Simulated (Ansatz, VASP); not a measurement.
**Si2W: VASP beside Ansatz**

Contents of INCAR:

```
  PREC = Accurate
  ENCUT = 520
  EDIFF = 1E-7
  ISMEAR = -1
  SIGMA = 0.05
  LREAL = F
  LASPH = T
  NELM = 100
  ALGO = Normal
  ISIF = 2
  LWAVE = F
  LCHARG = T
  GGA = PE
  LELF = T
  LVHAR = T
  NBANDS = 18
```

Contents of KPOINTS:

```
Automatic mesh
0
Gamma
  12 12 12
```

File POSCAR:

```
Si2W
1.0
   -1.5961151113      1.5961151113      3.8886743761
    1.5961151113     -1.5961151113      3.8886743761
    1.5961151113      1.5961151113     -3.8886743761
W Si
1 2
Direct
    0.0000000000      0.0000000000      0.0000000000
    0.6653000000      0.6653000000      0.0000000000
    0.3347000000      0.3347000000      0.0000000000
```

The input input.yaml:

```yaml
crystal:
  lattice:
    - [-1.5961151113, 1.5961151113, 3.8886743761]
    - [1.5961151113, -1.5961151113, 3.8886743761]
    - [1.5961151113, 1.5961151113, -3.8886743761]
  atoms:
    - { symbol: W, position: [0.0, 0.0, 0.0] }
    - { symbol: Si, position: [0.6653, 0.6653, 0.0] }
    - { symbol: Si, position: [0.3347, 0.3347, 0.0] }
hamiltonian:
  xc: pbe
  pseudopotentials: { kind: paw, azcp: { folder: soft_1 } }
kpoints:
  mp_grid: { grid: [12, 12, 12] }
scf:
  occupations: { method: fermi_dirac, width: 0.05 }
output:
  forces: true
  stress: true
  eigenvalues: true
  write_density: true
  write_potential: true
  elf: true
  volumetric_format: npy
```

Alike in both runs: task single point; functional PBE; k mesh 12 × 12 × 12; occupations fermi-dirac, width 0.05 eV; no spin polarisation.

|  | VASP | Ansatz |
| --- | --- | --- |
| version | VASP 6.6.1 | Ansatz 0.2.0 |
| potentials or method | VASP PAW PBE potentials, release 64 (W_sv, Si) | Ansatz PAW soft_1 |
| plane-wave cutoff (eV) | 520 | 420 |
| valence electrons in the cell | 22 | 22 |

VASP gave:

| Property | Result |
| --- | --- |
| gap on the k mesh at the Fermi level (eV) | none |
| pressure (GPa) | 8.4 |
| traceless stress, the component that is largest in VASP (GPa) | 0.78 |
| rms of the force components (eV/Å) | 0.064 |

Q: Which values does Ansatz return?

A: gap on the k mesh at the Fermi level (eV): none; pressure (GPa): 8.3; traceless stress, the component that is largest in VASP (GPa): 0.84; rms of the force components (eV/Å): 0.063.

Atom by atom the forces differ by 0.001 eV/Å (rms over components). A gap of «none» marks a metal or a gap that the smearing closes.

Neither program's run includes spin-orbit coupling.
